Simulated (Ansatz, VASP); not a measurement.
# One calculation of SiO2, two programs

Contents of INCAR:

```
SYSTEM = SiO2
PREC = Accurate ; ENCUT = 600
EDIFF = 1E-6 ; ISMEAR = 0
SIGMA = 0.01 ; LREAL = .FALSE.
LASPH = .TRUE. ; NELM = 120
ALGO = Normal ; ISIF = 2
LWAVE = .FALSE. ; LCHARG = .FALSE.
GGA = CA ; NBANDS = 44
GGA_COMPAT = .FALSE.
```

The input KPOINTS:

```
regular mesh
0
G
  6 6 4
  0 0 0
```

File POSCAR:

```
SiO2
1.0
    5.0690738885      0.0000000000      0.0000000000
   -2.5345369442      4.3899467611      0.0000000000
    0.0000000000      0.0000000000      8.5584885400
Si O
4 8
Direct
    0.3333333333      0.6666666667      0.4371258000
    0.3333333333      0.6666666667      0.0628742000
    0.6666666667      0.3333333333      0.5628742000
    0.6666666667      0.3333333333      0.9371258000
    0.4212587450      0.0000000000      0.0000000000
    0.3333333333      0.6666666667      0.2500000000
    0.6666666667      0.3333333333      0.7500000000
    0.0000000000      0.5787412550      0.5000000000
    0.5787412550      0.5787412550      0.0000000000
    0.5787412550      0.0000000000      0.5000000000
    0.4212587450      0.4212587450      0.5000000000
    0.0000000000      0.4212587450      0.0000000000
```

The input input:

```
crystal:
  lattice:
    - [5.0690738885, 0.0, 0.0]
    - [-2.5345369442, 4.3899467611, 0.0]
    - [0.0, 0.0, 8.55848854]
  atoms:
    - { symbol: Si, position: [0.3333333333, 0.6666666667, 0.4371258] }
    - { symbol: Si, position: [0.3333333333, 0.6666666667, 0.0628742] }
    - { symbol: Si, position: [0.6666666667, 0.3333333333, 0.5628742] }
    - { symbol: Si, position: [0.6666666667, 0.3333333333, 0.9371258] }
    - { symbol: O, position: [0.421258745, 0.0, 0.0] }
    - { symbol: O, position: [0.3333333333, 0.6666666667, 0.25] }
    - { symbol: O, position: [0.6666666667, 0.3333333333, 0.75] }
    - { symbol: O, position: [0.0, 0.578741255, 0.5] }
    - { symbol: O, position: [0.578741255, 0.578741255, 0.0] }
    - { symbol: O, position: [0.578741255, 0.0, 0.5] }
    - { symbol: O, position: [0.421258745, 0.421258745, 0.5] }
    - { symbol: O, position: [0.0, 0.421258745, 0.0] }
kpoints:
  mp_grid: { grid: [6, 6, 4] }
  band_path:
    path:
      - [0.0, 0.0, 0.0]
      - [0.5, 0.0, 0.0]
      - [0.3333333333, 0.3333333333, 0.0]
      - [0.0, 0.0, 0.5]
      - [0.5, 0.0, 0.5]
      - [0.3333333333, 0.3333333333, 0.5]
      - [0.0, 0.0, 0.166667]
      - [0.0, 0.0, 0.05]
    npoints: 1
hamiltonian:
  xc: lda
scf:
  occupations: { method: fixed }
  n_extra_bands: 7
output:
  forces: true
  stress: true
  eigenvalues: true
```

Alike in both runs: functional LDA; k mesh 6 × 6 × 4; no spin polarisation.

```csv
,VASP,Ansatz
version,VASP 6.6.1,Ansatz 0.2.0
potentials or method,"VASP PAW LDA potentials, release 64 (Si, O)",Ansatz PAW
plane-wave cutoff (eV),600,420
occupations,"gaussian, width 0.01 eV",fixed
valence electrons in the cell,64,64
task,single point,band structure
```

|  | VASP | Ansatz | Ansatz less VASP |
| --- | --- | --- | --- |
| gap on the k mesh at the Fermi level (eV) | 5.38 | 5.38 | 0.000 |
| least direct gap on the mesh (eV) | 5.43 | 5.43 | +0.001 |
| pressure (GPa) | -1.2 | -1.4 | -0.24 |
| traceless stress, the component that is largest in VASP (GPa) | 0.05 | 0.06 | +0.014 |
| rms of the force components (eV/Å) | 0.018 | 0.025 | +0.0071 |

LDA's correlation is that of Perdew and Zunger in VASP and of Perdew and Wang (1992) in Ansatz. Atom by atom the forces differ by 0.008 eV/Å (rms over components).
